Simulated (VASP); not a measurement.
# Cd3Te2 (P-4m2) in VASP: a series of runs

The runs below take Cd3Te2 through single point, relaxation of cell and atoms, with PBE.

Program: VASP 6.6.1. These are calculated values, not measurements. Logs are shortened: lines on timing, memory, paths and dates and some standing lists are left out, and cuts for length are marked.

## 1. The cell of the first run

It takes space group P-4m2 (No. 115, tetragonal). Conventional cell: a = 4.640 Å, b = 4.640 Å, c = 9.529 Å, α = 90.00°, β = 90.00°, γ = 90.00°. Within 3.6 Å of Cd (site symmetry 2mm) lie 1 Cd at 2.71 Å and 2 Te at 2.90 Å. Within 3.8 Å of Cd (site symmetry -4m2) lie 4 Te at 2.86 Å. Te (site symmetry 2mm) has 4 Cd at 2.86 to 2.90 Å within 3.8 Å.

## 2. Single point, PBE

INCAR reads:

```
PREC = Accurate
ENCUT = 520
EDIFF = 1E-6
ISMEAR = 0
SIGMA = 0.2
LREAL = False
LASPH = True
NELM = 80
ALGO = Normal
ISIF = 2
LWAVE = False
LCHARG = False
GGA = PE
NBANDS = 32
```

KPOINTS reads:

```
Automatic mesh
0
Gamma
  4 4 2
```

POSCAR reads:

```
Cd3Te2
1.0
    4.6400927249      0.0000000000      0.0000000000
    0.0000000000      4.6400927249      0.0000000000
    0.0000000000      0.0000000000      9.5289368837
Cd Te
3 2
Direct
    0.5000000000      0.5000000000      0.3576493585
    0.5000000000      0.5000000000      0.6423506415
    0.0000000000      0.0000000000      0.0000000000
    0.0000000000      0.5000000000      0.1758927104
    0.5000000000      0.0000000000      0.8241072896
```

Potentials or basis: VASP PAW PBE potentials, release 64 (Cd, Te).

Launch:

```bash
> cat potpaw_PBE.64/Cd/POTCAR potpaw_PBE.64/Te/POTCAR > POTCAR
> mpirun -np 1 vasp_std > vasp.out
```

OUTCAR:

```text
PREC = Accurate
   ENCUT = 520
   EDIFF = 1E-6
   ISMEAR = 0
   LREAL = False
   LASPH = True
   NELM = 80
   ISIF = 2
   GGA = PE

 ion  position               nearest neighbor table
   1  0.500  0.500  0.358-   2 2.71   4 2.90   4 2.90
   2  0.500  0.500  0.642-   1 2.71   5 2.90   5 2.90
   3  0.000  0.000  0.000-   4 2.86   5 2.86   4 2.86   5 2.86
   4  0.000  0.500  0.176-   3 2.86   3 2.86   1 2.90   1 2.90
   5  0.500  0.000  0.824-   3 2.86   3 2.86   2 2.90   2 2.90

  LATTYP: Found a simple tetragonal cell.
 ALAT       =     4.6400927249
 C/A-ratio  =     2.0536091515

  Lattice vectors:

 A1 = (   4.6400927249,   0.0000000000,   0.0000000000)
 A2 = (   0.0000000000,   4.6400927249,   0.0000000000)
 A3 = (   0.0000000000,   0.0000000000,   9.5289368837)

Analysis of symmetry for initial positions (statically):
=====================================================================
 Subroutine PRICEL returns:
 Original cell was already a primitive cell.

 Routine SETGRP: Setting up the symmetry group for a
 simple tetragonal supercell.

 Subroutine GETGRP returns: Found  8 space group operations
 (whereof  8 operations were pure point group operations)
 out of a pool of 16 trial point group operations.

The static configuration has the point symmetry D_2d.

Analysis of symmetry for dynamics (positions and initial velocities):
=====================================================================
 Subroutine PRICEL returns:
 Original cell was already a primitive cell.

 Routine SETGRP: Setting up the symmetry group for a
 simple tetragonal supercell.

 Subroutine GETGRP returns: Found  8 space group operations
 (whereof  8 operations were pure point group operations)
 out of a pool of 16 trial point group operations.

The dynamic configuration has the point symmetry D_2d.

 Subroutine INISYM returns: Found  8 space group operations
 (whereof  8 operations are pure point group operations),
 and found     1 'primitive' translations

----------------------------------------------------------------------------------------

                                     Primitive cell

  volume of cell :     205.1624

  direct lattice vectors                    reciprocal lattice vectors
     4.640092725  0.000000000  0.000000000     0.215512935  0.000000000  0.000000000
     0.000000000  4.640092725  0.000000000     0.000000000  0.215512935  0.000000000
     0.000000000  0.000000000  9.528936884     0.000000000  0.000000000  0.104943501

  length of vectors
     4.640092725  4.640092725  9.528936884     0.215512935  0.215512935  0.104943501

  position of ions in fractional coordinates (direct lattice)
     0.500000000  0.500000000  0.357649358
     0.500000000  0.500000000  0.642350642
     0.000000000  0.000000000  0.000000000
     0.000000000  0.500000000  0.175892710
     0.500000000  0.000000000  0.824107290

  ion indices of the primitive-cell ions
   primitive index   ion index
                 1           1
                 2           2
                 3           3
                 4           4
                 5           5

----------------------------------------------------------------------------------------

 KPOINTS: Automatic mesh

Automatic generation of k-mesh.
 Grid dimensions read from file:
 generate k-points for:    4    4    2

 Generating k-lattice:

  Cartesian coordinates                     Fractional coordinates (reciprocal lattice)
     0.053878234  0.000000000  0.000000000     0.250000000  0.000000000  0.000000000
     0.000000000  0.053878234  0.000000000     0.000000000  0.250000000  0.000000000
     0.000000000  0.000000000  0.052471751     0.000000000  0.000000000  0.500000000

  Length of vectors
     0.053878234  0.053878234  0.052471751

  Shift w.r.t. Gamma in fractional coordinates (k-lattice)
     0.000000000  0.000000000  0.000000000

 Subroutine IBZKPT returns following result:
 ===========================================

 Found     12 irreducible k-points:

 Following reciprocal coordinates:
            Coordinates               Weight
  0.000000  0.000000  0.000000      1.000000
  0.250000  0.000000  0.000000      4.000000
  0.500000  0.000000  0.000000      2.000000
  0.250000  0.250000  0.000000      4.000000
  0.500000  0.250000  0.000000      4.000000
  0.500000  0.500000  0.000000      1.000000
  0.000000  0.000000  0.500000      1.000000
  0.250000  0.000000  0.500000      4.000000
  0.500000  0.000000  0.500000      2.000000
  0.250000  0.250000  0.500000      4.000000
  0.500000  0.250000  0.500000      4.000000
  0.500000  0.500000  0.500000      1.000000
   k-points           NKPTS =     12   k-points in BZ     NKDIM =     12   number of bands    NBANDS=     32
   number of dos      NEDOS =    301   number of ions     NIONS =      5
   total plane-waves  NPLWV =  93312
   dimension x,y,z NGX =    36 NGY =   36 NGZ =   72
   dimension x,y,z NGXF=    72 NGYF=   72 NGZF=  144
   ions per type =               3   2
   NGX,Y,Z   is equivalent  to a cutoff of  12.90, 12.90, 12.56 a.u.
   NGXF,Y,Z  is equivalent  to a cutoff of  25.80, 25.80, 25.12 a.u.
 SYSTEM =  unknown system
   PREC   = accura    normal or accurate (medium, high low for compatibility)
   ISTART =      0    job   : 0-new  1-cont  2-samecut
   ICHARG =      2    charge: 1-file 2-atom 10-const
   ISPIN  =      1    spin polarized calculation?
   LNONCOLLINEAR =      F non collinear calculations
   LSORBIT =      F    spin-orbit coupling
   LASPH  =      T    aspherical Exc in radial PAW
   ENCUT  =  520.0 eV  38.22 Ry    6.18 a.u.   8.63  8.63 17.72*2*pi/ulx,y,z
   NELM   =     80;   NELMIN=  2; NELMDL= -5     # of ELM steps
   EDIFF  = 0.1E-05   stopping-criterion for ELM
   LREAL  =      F    real-space projection
   EDIFFG = 0.1E-04   stopping-criterion for IOM
   NSW    =      0    number of steps for IOM
   IBRION =     -1    ionic relax: 0-MD 1-quasi-New 2-CG
   NFREE  =      0    steps in history (QN), initial steepest desc. (CG)
   ISIF   =      2    stress and relaxation
   ISYM   =      2    0-nonsym 1-usesym 2-fastsym
   POTIM  = 0.5000    time-step for ionic-motion
   TEBEG  =    0.0;   TEEND  =   0.0 temperature during run
   PSTRESS=    0.0 pullay stress
   NELECT =      48.0000    total number of electrons
   NUPDOWN=      -1.0000    fix difference up-down
   EMIN   =  10.00;   EMAX   =-10.00  energy-range for DOS
   EFERMI =   0.00;   METHOD = LEGACY
   ISMEAR =     0;   SIGMA  =   0.20  broadening in eV -4-tet -1-fermi 0-gaus
   EFERMI_NEDOS =   21; number of points for ismear=-14 and -15
   IALGO  =     38    algorithm
   IMIX   =      4    mixing-type and parameters
     AMIX     =   0.40;   BMIX     =  1.00
     AMIX_MAG =   1.60;   BMIX_MAG =  1.00
  volume/ion in A,a.u.               =      41.03       276.90
  Fermi-wavevector in a.u.,A,eV,Ry     =   1.008763  1.906286 13.845338  1.017604
  Thomas-Fermi vector in A             =   2.141650
   LORBIT       =      0    0 simple, 1 ext, 2 COOP (PROOUT), +10 PAW based schemes
   GGA     = PE    functional components
   LHFCALC =     F    Hartree Fock is set to
   AEXX    =    0.0000 exact exchange contribution
   IVDW    =     0    specifies the selected vdW correction
   LEPSILON=     F    determine dielectric tensor
   LRPA    =     F    only Hartree local field effects (RPA)
 non-spin polarized calculation
 Gauss-broadening in eV      SIGMA  =   0.20
  energy-cutoff  :      520.00
  volume of cell :      205.16
 maximum number of plane-waves:      5595
 NGX is ok and might be reduce to    36
   NGX = 17   NGY = 17   NGZ = 35

 number of electron      47.9999984 magnetization

 Free energy of the ion-electron system (eV)
  ---------------------------------------------------
  ext. energy  EPLUGINS =         0.00000000
  ---------------------------------------------------
  free energy    TOTEN  =        -9.70864322 eV

  energy without entropy =       -9.70267884  energy(sigma->0) =       -9.70566103

 E-fermi :   1.2601     XC(G=0):  -7.6328

 val. band max:        1.1767233821   @ k =   0.0000   0.0000   0.5000
 cond. band min:       1.3430284912   @ k =   0.0000   0.0000   0.5000
 fundamental gap:      0.1663051091
 Fermi energy:         1.2600740639

 k-point     1 :       0.0000    0.0000    0.0000
  band No.  band energies     occupation
      1     -10.0229      2.00000
      2      -9.7850      2.00000
      3      -7.6051      2.00000
      4      -7.4103      2.00000
      5      -7.4103      2.00000
      6      -7.3663      2.00000
[... 24 lines left out ...]
     31       6.5138      0.00000
     32       7.2204      0.00000

 k-point     2 :       0.2500    0.0000    0.0000
  band No.  band energies     occupation
      1      -9.9261      2.00000
      2      -9.7609      2.00000
      3      -7.6083      2.00000
      4      -7.4068      2.00000
      5      -7.4021      2.00000
      6      -7.3692      2.00000
[... 24 lines left out ...]
     31       6.4227      0.00000
     32       6.6356      0.00000

 k-point     3 :       0.5000    0.0000    0.0000
  band No.  band energies     occupation
      1      -9.7831      2.00000
      2      -9.7818      2.00000
      3      -7.6107      2.00000
      4      -7.4043      2.00000
      5      -7.4031      2.00000
      6      -7.3729      2.00000
[... 24 lines left out ...]
     31       6.1929      0.00000
     32       6.8493      0.00000

 k-point     4 :       0.2500    0.2500    0.0000
  band No.  band energies     occupation
      1      -9.8427      2.00000
      2      -9.7286      2.00000
      3      -7.6114      2.00000
      4      -7.3873      2.00000
      5      -7.3860      2.00000
      6      -7.3759      2.00000
[... 234 lines left out ...]
     31       5.7079      0.00000
     32       6.5733      0.00000

 k-point    11 :       0.5000    0.2500    0.5000
  band No.  band energies     occupation
      1      -9.7281      2.00000
      2      -9.7271      2.00000
      3      -7.6102      2.00000
      4      -7.3702      2.00000
      5      -7.3637      2.00000
      6      -7.3565      2.00000
[... 24 lines left out ...]
     31       6.3840      0.00000
     32       7.1068      0.00000

 k-point    12 :       0.5000    0.5000    0.5000
  band No.  band energies     occupation
      1      -9.6734      2.00000
      2      -9.6734      2.00000
      3      -7.6118      2.00000
      4      -7.3476      2.00000
      5      -7.3476      2.00000
      6      -7.3265      2.00000
[... 24 lines left out ...]
     31       5.9750      0.00000
     32       7.7123      0.00000

------------------------ aborting loop because EDIFF is reached ----------------------------------------

  FORCE on cell =-STRESS in cart. coord.  units (eV):
  Direction    XX          YY          ZZ          XY          YZ          ZX
  --------------------------------------------------------------------------------------
  -------------------------------------------------------------------------------------
  Total        0.2923576      0.2923576      0.4499461      0.0000000      0.0000000      0.0000000
  in kB        2.2831116      2.2831116      3.5137694      0.0000000      0.0000000      0.0000000
  external PRESSURE =       2.6933309 kB  Pullay stress =       0.0000000 kB

 VOLUME and BASIS-vectors are now :
 -----------------------------------------------------------------------------
  energy-cutoff  :      520.00
  volume of cell :      205.16
      direct lattice vectors                 reciprocal lattice vectors
     4.640092725  0.000000000  0.000000000     0.215512935  0.000000000  0.000000000
     0.000000000  4.640092725  0.000000000     0.000000000  0.215512935  0.000000000
     0.000000000  0.000000000  9.528936884     0.000000000  0.000000000  0.104943501

 POSITION                                       TOTAL-FORCE (eV/Angst)
 -----------------------------------------------------------------------------------
      2.32005      2.32005      3.40802        -0.000000      0.000000      0.006428
      2.32005      2.32005      6.12092        -0.000000     -0.000000     -0.006428
      0.00000      0.00000      0.00000         0.000000     -0.000000      0.000000
      0.00000      2.32005      1.67607        -0.000000     -0.000000     -0.006577
      2.32005      0.00000      7.85287        -0.000000     -0.000000      0.006577
 -----------------------------------------------------------------------------------
    total drift:                                0.000000      0.000000     -0.000000

  FREE ENERGIE OF THE ION-ELECTRON SYSTEM (eV)
  ---------------------------------------------------
  free  energy   TOTEN  =        -9.7086432220 eV

  energy  without entropy=       -9.7026788364  energy(sigma->0) =       -9.70566103
```

It took 73 s on 1 thread of Intel Xeon 8259CL, shared host; peak memory 0.32 GiB.

Results:

- Free energy: -9.7086 eV
- Pressure: 0.3 GPa
- Largest force: 0.007 eV/Å
- Band gap on the k mesh: 0.17 eV

Forces on the atoms (eV/Å):
```
Cd   0.000  0.000  0.006
Cd   0.000  0.000 -0.006
Cd   0.000  0.000  0.000
Te   0.000  0.000 -0.007
Te   0.000  0.000  0.007
```

Caveat: spin-orbit coupling is left out, which moves the levels of the heavy elements.

## 3. Relaxation of cell and atoms, PBE

This run uses another cell than the first one, of 33.30 Å³/atom.

INCAR reads:

```
ALGO     = Normal         # electronic algorithm
EDIFF    = 1E-6           # SCF threshold, eV
EDIFFG   = -0.08          # ionic threshold
ENCUT    = 600            # plane-wave cutoff, eV
GGA      = PE             # functional
IBRION   = 2              # ionic algorithm
ISIF     = 3              # what is computed and relaxed
ISMEAR   = 0              # smearing method
LASPH    = T              # aspherical terms in the spheres
LCHARG   = F              # write CHGCAR
LREAL    = F              # projectors in reciprocal space
LWAVE    = F              # write WAVECAR
NELM     = 60             # most SCF steps
NSW      = 36             # ionic steps
PREC     = Accurate       # precision mode
SIGMA    = 0.2            # smearing width, eV
```

KPOINTS reads:

```
k-points
0
Gamma
  4 4 2
```

POSCAR reads:

```
Cd3Te2
1.0
    4.4000000000      0.0000000000      0.0000000000
    0.0000000000      4.4000000000      0.0000000000
    0.0000000000      0.0000000000      8.6000000000
Cd Te
3 2
Direct
    0.5000000000      0.5000000000      0.3400000000
    0.5000000000      0.5000000000      0.6600000000
    0.0000000000      0.0000000000      0.0000000000
    0.0000000000      0.5000000000      0.1750000000
    0.5000000000      0.0000000000      0.8250000000
```

Potentials or basis: VASP PAW PBE potentials, release 64 (Cd, Te).

Launch:

```bash
> cat potpaw_PBE.64/Cd/POTCAR potpaw_PBE.64/Te/POTCAR > POTCAR
> mpirun -np 1 vasp_std > vasp.out
```

Run time: 7.2 min. Hardware: 1 thread of Intel Xeon 8259CL, shared host; peak memory 0.33 GiB.

Results (log left out):

* Free energy: -9.7029 eV
* Relaxed volume: 41.28 Å³/atom
* Relaxed cell: a = 4.644 Å, b = 4.644 Å, c = 9.569 Å, α = 90.00°, β = 90.00°, γ = 90.00°
* Space group after relaxing (to 0.1 Å): P-4m2 (No. 115)
* Energy gained by relaxing: 279.7 meV/atom
* Ionic steps: 10
* Pressure after relaxing: 0.1 GPa
* Largest force after relaxing: 0.045 eV/Å
* Band gap on the k mesh: 0.17 eV

Forces on the atoms (eV/Å):
```
Cd   0.000  0.000  0.012
Cd   0.000  0.000 -0.012
Cd   0.000  0.000  0.000
Te   0.000  0.000  0.045
Te   0.000  0.000 -0.045
```

Step by step:
```tsv
step	energy change (eV)	largest force (eV/Å)	pressure (GPa)	volume (Å³)
1	0.0000	2.1149	10.58	166.50
2	-1.3003	0.1867	-1.50	225.27
3	-1.3608	0.4436	-0.14	211.44
4	-1.3610	0.4227	-0.22	212.42
5	-1.3761	0.2276	-0.12	211.09
6	-1.3814	0.0735	0.01	209.92
7	-1.3815	0.0819	0.03	209.76
8	-1.3882	0.0878	-0.01	209.51
9	-1.3966	0.1065	-0.15	208.67
10	-1.3985	0.0454	0.09	206.39
```

Final structure:
```
CELL_PARAMETERS angstrom
4.64431 0.00000 0.00000
0.00000 4.64431 0.00000
0.00000 0.00000 9.56861
ATOMIC_POSITIONS crystal
Cd 0.50000 0.50000 0.35760
Cd 0.50000 0.50000 0.64240
Cd 0.00000 0.00000 0.00000
Te 0.00000 0.50000 0.17500
Te 0.50000 0.00000 0.82500
```

Levels at points of the mesh, in eV from the valence-band top:
| k point | band 22 | band 23 | band 24 | band 25 | band 26 | band 27 |
| --- | --- | --- | --- | --- | --- | --- |
| (0.00, 0.00, 0.00) | -1.76 | -0.87 | -0.87 | 1.81 | 2.07 | 2.67 |
| (0.50, 0.00, 0.00) | -1.14 | -1.03 | -0.39 | 1.37 | 1.58 | 2.17 |
| (0.50, 0.50, 0.00) | -2.22 | -2.22 | -0.99 | 1.39 | 1.39 | 2.52 |
| (0.00, 0.00, 0.50) | -0.97 | -0.97 | 0.00 | 0.17 | 2.41 | 2.48 |
| (0.50, 0.00, 0.50) | -1.30 | -1.14 | -1.03 | 0.81 | 2.34 | 2.92 |
| (0.50, 0.50, 0.50) | -2.25 | -2.25 | -0.67 | 1.82 | 1.82 | 2.19 |

Caveat: the volume moved by over 15 % at a fixed basis, so the end points are rough; spin-orbit coupling is left out, which moves the levels of the heavy elements; the relaxation stopped at a loose force limit of 0.08 eV/Å, so its end isn't a converged minimum.

## 4. Single point, PBE (43.52 Å³/atom)

This run uses another cell than the first one, of 43.52 Å³/atom.

INCAR reads:

```
SYSTEM = Cd3Te2
PREC = Accurate
ENCUT = 500
EDIFF = 1E-6
ISMEAR = 0
SIGMA = 0.01
LREAL = .False.
LASPH = .True.
NELM = 120
ALGO = Normal
ISIF = 2
LWAVE = .False.
LCHARG = .False.
GGA = PE
NBANDS = 32
GGA_COMPAT = .False.
```

KPOINTS reads:

```
Automatic mesh
0
Gamma
  8 8 4
  0 0 0
```

POSCAR reads:

```
Cd3Te2
1.0
    4.7598270620      0.0000000000      0.0000000000
    0.0000000000      4.7598270620      0.0000000000
    0.0000000000      0.0000000000      9.6050063518
Cd Te
3 2
Direct
    0.5000000000      0.5000000000      0.3566677947
    0.5000000000      0.5000000000      0.6433322053
    0.0000000000      0.0000000000      0.0000000000
    0.0000000000      0.5000000000      0.1747196374
    0.5000000000      0.0000000000      0.8252803626
```

Launch:

```bash
> cat potpaw_PBE.64/Cd/POTCAR potpaw_PBE.64/Te/POTCAR > POTCAR
> mpirun -np 1 vasp_std > vasp.out
```

It took 4.2 min on 1 thread of Oxide Virtual Turin-like, shared host; peak memory 0.4 GiB.

The run converged. Its results:

| Item | Value |
| --- | --- |
| Free energy | -9.7340 eV |
| Pressure | -1.1 GPa |
| Largest force | 0.010 eV/Å |
| Band gap on the k mesh | 0.02 eV |

Forces in eV/Å, atoms in the order of the input:
```
Cd   0.000  0.000 -0.010
Cd   0.000  0.000  0.010
Cd   0.000  0.000  0.000
Te   0.000  0.000 -0.003
Te   0.000  0.000  0.003
```

Levels at points of the mesh, in eV from the valence-band top:
| k point | band 22 | band 23 | band 24 | band 25 | band 26 | band 27 |
| --- | --- | --- | --- | --- | --- | --- |
| (0.00, 0.00, 0.00) | -1.74 | -0.92 | -0.92 | 1.65 | 1.90 | 2.60 |
| (0.50, 0.00, 0.00) | -1.18 | -1.08 | -0.37 | 1.27 | 1.52 | 2.16 |
| (0.50, 0.50, 0.00) | -2.11 | -2.11 | -0.96 | 1.48 | 1.48 | 2.48 |
| (0.00, 0.00, 0.50) | -1.01 | -1.01 | 0.00 | 0.02 | 2.22 | 2.45 |
| (0.50, 0.00, 0.50) | -1.23 | -1.18 | -1.08 | 0.84 | 2.15 | 2.83 |
| (0.50, 0.50, 0.50) | -2.14 | -2.14 | -0.65 | 1.90 | 1.90 | 2.14 |

Caveat: spin-orbit coupling is left out, which moves the levels of the heavy elements.

## 5. Summary

| task | cell | k mesh | cutoff (eV) | smearing | gap on the mesh (eV) | pressure (GPa) | largest force (eV/Å) |
| --- | --- | --- | --- | --- | --- | --- | --- |
| single point | a = 4.640, b = 4.640, c = 9.529 Å, 5 atoms, atomic positions A | 4 × 4 × 2 | 520 | gaussian 0.2 eV | 0.17 | 0.3 | 0.01 |
| relaxation of cell and atoms | relaxed from a = 4.400, b = 4.400, c = 8.600 Å, 5 atoms, atomic positions B | 4 × 4 × 2 | 600 | gaussian 0.2 eV | 0.17 | 0.1 | 0.05 |
| single point | a = 4.760, b = 4.760, c = 9.605 Å, 5 atoms, atomic positions C | 8 × 8 × 4 | 500 | gaussian 0.01 eV | 0.02 | -1.1 | 0.01 |

Alike in all rows: level PBE; potentials or basis VASP PAW PBE potentials, release 64 (Cd, Te); no spin polarisation.

Caveats: spin-orbit coupling is left out, which moves the levels of the heavy elements; the volume moved by over 15 % at a fixed basis, so the end points are rough (at least some runs); the relaxation stopped at a loose force limit of 0.08 eV/Å, so its end isn't a converged minimum (at least some runs).

Absolute energies hang on the potentials; compare differences alone.
